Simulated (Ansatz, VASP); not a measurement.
Al3P5 in VASP and in Ansatz

```xyz
8
Lattice="5.0486 0.0000 0.0000 0.0000 5.0486 0.0000 0.0000 0.0000 5.0486" Properties=species:S:1:pos:R:3 pbc="T T T"
Al    2.5243    0.0000    0.0000
Al    0.0000    2.5243    0.0000
Al    0.0000    0.0000    2.5243
P     0.0000    2.5243    2.5243
P     2.5243    0.0000    2.5243
P     2.5243    2.5243    0.0000
P     2.5243    2.5243    2.5243
P     0.0000    0.0000    0.0000
```

Alike in both runs: task relaxation of cell and atoms; functional PBE; k mesh 8 × 8 × 8; occupations gaussian, width 0.1 eV; no spin polarisation.

|  | VASP | Ansatz |
| --- | --- | --- |
| version | VASP 6.6.1 | Ansatz 0.2.0 |
| potentials or method | VASP PAW PBE potentials, release 64 (Al, P), cutoff 600 eV | scalar-relativistic, plane waves, PAW |
| valence electrons in the cell | 34 | 34 |

|  | VASP | Ansatz | Ansatz less VASP |
| --- | --- | --- | --- |
| gap on the k mesh at the Fermi level, each at its own relaxed structure (eV) | none | none | - |
| relaxed volume (Å³/atom) | 16.05 | 16.07 | +0.029 |
| relaxed cell length with the largest relative difference (Å) | 5.044 | 5.047 | +0.0030 |

A gap of «none» marks a metal or a gap that the smearing closes.
